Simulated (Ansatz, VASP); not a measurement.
## Two plane-wave programs on Fe

```
CELL_PARAMETERS angstrom
-1.40609 1.40609 1.40609
1.40609 -1.40609 1.40609
1.40609 1.40609 -1.40609
ATOMIC_POSITIONS crystal
Fe 0.00000 0.00000 0.00000
```

Alike in both runs: task single point; functional PBE; k mesh 22 × 22 × 22; occupations gaussian, width 0.05 eV; collinear spin.

```csv
,VASP,Ansatz
version,VASP 6.6.1,Ansatz 0.2.0
potentials or method,"VASP PAW PBE potentials, release 64 (Fe), cutoff 520 eV","scalar-relativistic, plane waves, PAW"
valence electrons in the cell,8,16
```

```csv
,VASP,Ansatz,Ansatz less VASP
gap on the k mesh at the Fermi level (eV),none,none,-
pressure (GPa),4.0,4.2,+0.23
net moment per atom (μB),2.15,2.14,-0.015
size of the moment on the site where the two differ most (μB),2.15,2.18,+0.035
```

Site moments also hang on the region over which each program counts them. A gap of «none» marks a metal or a gap that the smearing closes. The functional is the same, so the differences come from potentials, cutoffs and numerics. VASP's potentials hold 8 valence electrons a cell and Ansatz's 16, so a difference there can come from the potentials and not from the codes.
